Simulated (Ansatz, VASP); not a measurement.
KI: VASP beside Ansatz

INCAR

```
PREC     = Accurate       # precision mode
ENCUT    = 520            # plane-wave cutoff, eV
EDIFF    = 1E-6           # SCF threshold, eV
ISMEAR   = -1             # smearing method
SIGMA    = 0.03           # smearing width, eV
LREAL    = False          # projectors in reciprocal space
LASPH    = True           # aspherical terms in the spheres
NELM     = 60             # most SCF steps
ALGO     = Normal         # electronic algorithm
ISIF     = 2              # what is computed and relaxed
LWAVE    = False          # write WAVECAR
LCHARG   = False          # write CHGCAR
GGA      = PE             # functional
NBANDS   = 15             # bands
```

File KPOINTS:

```
regular mesh
0
Gamma
  9 9 9
```

POSCAR

```
KI
1.0
    0.0000000000      3.9268444777      3.9268444777
    3.9268444777      0.0000000000      3.9268444777
    3.9268444777      3.9268444777      0.0000000000
K I
1 1
Direct
    0.0000000000      0.0000000000      0.0000000000
    0.2500000000      0.2500000000      0.2500000000
```

Input for Ansatz:

```yaml
crystal:
  lattice:
    - [0.0, 3.9268444777, 3.9268444777]
    - [3.9268444777, 0.0, 3.9268444777]
    - [3.9268444777, 3.9268444777, 0.0]
  atoms:
    - { symbol: K, position: [0.0, 0.0, 0.0] }
    - { symbol: I, position: [0.25, 0.25, 0.25] }
kpoints:
  mp_grid: { grid: [9, 9, 9] }
scf:
  occupations: { method: fermi_dirac, width: 0.03 }
hamiltonian:
  xc: pbe
  pseudopotentials: { kind: all_electron, lapw: { basis_error: 0.0005 } }
output:
  forces: true
  stress: true
  eigenvalues: true
```

Change from the starting cell: volume scaled by 0.95.

Alike in both runs: task single point; functional PBE; k mesh 9 × 9 × 9; occupations fermi-dirac, width 0.03 eV; no spin polarisation.

|  | VASP | Ansatz |
| --- | --- | --- |
| version | VASP 6.6.1 | Ansatz 0.2.0 |
| potentials or method | VASP PAW PBE potentials, release 64 (K_sv, I), cutoff 520 eV | all-electron LAPW, scalar-relativistic |

|  | VASP | Ansatz | Ansatz less VASP |
| --- | --- | --- | --- |
| gap on the k mesh at the Fermi level (eV) | 3.98 | 3.98 | +0.002 |
| pressure (GPa) | 0.4 | 0.4 | -0.02 |

Ansatz ran all-electron here, and VASP with PAW potentials.

Neither program's run includes spin-orbit coupling.
